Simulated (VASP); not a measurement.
The system is ScAl3.

```
CELL_PARAMETERS angstrom
-2.01280 2.01280 4.42320
2.01280 -2.01280 4.42320
2.01280 2.01280 -4.42320
ATOMIC_POSITIONS crystal
Sc 0.00000 0.00000 0.00000
Al 0.75000 0.25000 0.50000
Al 0.25000 0.75000 0.50000
Al 0.50000 0.50000 0.00000
```

* Program: VASP 6.6.1
* Task: relaxation of cell and atoms
* Functional: PBEsol
* Potentials or basis: VASP PAW PBE potentials, release 64 (Sc_sv, Al)
* Cutoff: 600 eV
* k mesh: 14 × 14 × 14
* Occupations: gaussian, width 0.1 eV
* Spin: no spin polarisation

At the start: pressure -2.2 GPa; volume 17.92 Å³/atom.

Question: How do energy, volume and symmetry change on relaxing?

Answer: Over 6 steps the energy falls by 3.6 meV/atom and the volume is 17.43 Å³/atom (-2.7 %); space group I4/mmm (No. 139, to 0.1 Å) before and after.

The path:
| step | energy change (eV) | largest force (eV/Å) | pressure (GPa) | volume (Å³) |
| --- | --- | --- | --- | --- |
| 1 | 0.0000 | 0.0000 | -2.21 | 71.68 |
| 2 | -0.0131 | 0.0000 | 0.76 | 69.15 |
| 3 | -0.0143 | 0.0000 | 0.03 | 69.70 |
| 4 | -0.0143 | 0.0000 | -0.01 | 69.74 |
| 5 | -0.0144 | 0.0000 | -0.03 | 69.74 |
| 6 | -0.0145 | 0.0000 | -0.03 | 69.74 |

Final structure:
```
Sc Al
1.0
    -1.99690    1.99690    4.37205
     1.99690   -1.99690    4.37205
     1.99690    1.99690   -4.37205
Sc Al
1 3
Direct
  0.00000 0.00000 0.00000
  0.75000 0.25000 0.50000
  0.25000 0.75000 0.50000
  0.50000 0.50000 0.00000
```

Caveat: the PAW data sets were made with another functional, which shifts forces and pressure a little.
